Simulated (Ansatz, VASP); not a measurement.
**Al6H: VASP beside Ansatz**

INCAR

```
ALGO = Normal
DIPOL = 0.5 0.5 0.306
EDIFF = 1E-6
ENCUT = 520
GGA = PE
IDIPOL = 3
ISIF = 2
ISMEAR = 0
LASPH = T
LCHARG = F
LDIPOL = T
LREAL = F
LWAVE = F
NBANDS = 32
NELM = 60
PREC = Accurate
SIGMA = 0.1
```

File KPOINTS:

```
k-points
0
Gamma
  6 6 1
```

File POSCAR:

```
Al6H
1.0
    5.7143028096      0.0000000000      0.0000000000
   -2.8571514048      4.9487313980      0.0000000000
    0.0000000000      0.0000000000     22.6016424997
Al H
12 2
Direct
    0.3333333333      0.1666666667      0.1769782882
    0.3333333333      0.6666666667      0.1769782882
    0.8333333333      0.1666666667      0.1769782882
    0.8333333333      0.6666666667      0.1769782882
    0.1666666667      0.3333333333      0.2787817902
    0.1666666667      0.8333333333      0.2787817902
    0.6666666667      0.3333333333      0.2787817902
    0.6666666667      0.8333333333      0.2787817902
    0.0000000000      0.0000000000      0.3805759913
    0.0000000000      0.5000000000      0.3805759913
    0.5000000000      0.0000000000      0.3805759913
    0.5000000000      0.5000000000      0.3805759913
    0.2025212247      0.1666666667      0.4712773640
    0.4641454420      0.1666666667      0.4712773640
```

Input for Ansatz:

```yaml
crystal:
  lattice:
    - [5.7143028096, 0.0, 0.0]
    - [-2.8571514048, 4.948731398, 0.0]
    - [0.0, 0.0, 22.6016424997]
  atoms:
    - { symbol: Al, position: [0.3333333333, 0.1666666667, 0.1769782882] }
    - { symbol: Al, position: [0.3333333333, 0.6666666667, 0.1769782882] }
    - { symbol: Al, position: [0.8333333333, 0.1666666667, 0.1769782882] }
    - { symbol: Al, position: [0.8333333333, 0.6666666667, 0.1769782882] }
    - { symbol: Al, position: [0.1666666667, 0.3333333333, 0.2787817902] }
    - { symbol: Al, position: [0.1666666667, 0.8333333333, 0.2787817902] }
    - { symbol: Al, position: [0.6666666667, 0.3333333333, 0.2787817902] }
    - { symbol: Al, position: [0.6666666667, 0.8333333333, 0.2787817902] }
    - { symbol: Al, position: [0.0, 0.0, 0.3805759913] }
    - { symbol: Al, position: [0.0, 0.5, 0.3805759913] }
    - { symbol: Al, position: [0.5, 0.0, 0.3805759913] }
    - { symbol: Al, position: [0.5, 0.5, 0.3805759913] }
    - { symbol: H, position: [0.2025212247, 0.1666666667, 0.471277364] }
    - { symbol: H, position: [0.464145442, 0.1666666667, 0.471277364] }
basis:
  ecutwfc: 420
kpoints:
  mp_grid: { grid: [6, 6, 1] }
hamiltonian:
  xc: pbe
scf:
  occupations: { method: gaussian, width: 0.1 }
output:
  forces: true
  eigenvalues: true
  write_density: true
  write_potential: true
  elf: true
  volumetric_format: npy
efield:
  axis: 3
  dipole_correction: true
  ramp_width: 0.04
```

Alike in both runs: task single point; functional PBE; k mesh 6 × 6 × 1; occupations gaussian, width 0.1 eV; no spin polarisation.

```csv
,VASP,Ansatz
version,VASP 6.6.1,Ansatz 0.2.0
potentials or method,"VASP PAW PBE potentials, release 64 (Al, H), cutoff 520 eV","scalar-relativistic, plane waves, PAW"
valence electrons in the cell,38,38
```

|  | VASP | Ansatz | Ansatz less VASP |
| --- | --- | --- | --- |
| gap on the k mesh at the Fermi level (eV) | none | none | - |
| rms of the force components (eV/Å) | 0.385 | 0.385 | -0.0003 |

Atom by atom the forces differ by 0.001 eV/Å (rms over components). A gap of «none» marks a metal or a gap that the smearing closes. Ansatz's warnings: xc potential rough in thin density.
